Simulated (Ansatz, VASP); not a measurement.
Two plane-wave programs on Ga2O3

```
Ga O
1.0
     6.12732   -1.51957    0.00242
     6.12732    1.51957    0.00242
    -1.38836    0.00000    5.63999
Ga O
4 6
Direct
  0.09051 0.09051 0.79477
  0.90949 0.90949 0.20523
  0.65874 0.65874 0.31444
  0.34126 0.34126 0.68556
  0.16421 0.16421 0.10913
  0.83579 0.83579 0.89087
  0.17335 0.17335 0.56354
  0.82665 0.82665 0.43646
  0.49630 0.49630 0.25625
  0.50370 0.50370 0.74375
```

Alike in both runs: task single point; functional PBE; k mesh 8 × 8 × 4; occupations fermi-dirac, width 0.02 eV; no spin polarisation.

```csv
,VASP,Ansatz
version,VASP 6.6.1,Ansatz 0.2.0
potentials or method,"VASP PAW PBE potentials, release 64 (Ga_d, O)","plane waves, PAW"
plane-wave cutoff (eV),520,420
valence electrons in the cell,88,88
```

VASP gave:

| Property | Result |
| --- | --- |
| gap on the k mesh at the Fermi level (eV) | 2.36 |
| pressure (GPa) | 8.9 |
| traceless stress, the component that is largest in VASP (GPa) | 0.66 |
| rms of the force components (eV/Å) | 0.067 |

Q: Which values does Ansatz return?

A: gap on the k mesh at the Fermi level (eV): 2.38; pressure (GPa): 8.3; traceless stress, the component that is largest in VASP (GPa): 0.56; rms of the force components (eV/Å): 0.062.

Atom by atom the forces differ by 0.010 eV/Å (rms over components). The functional is the same, so the differences come from potentials, cutoffs and numerics.
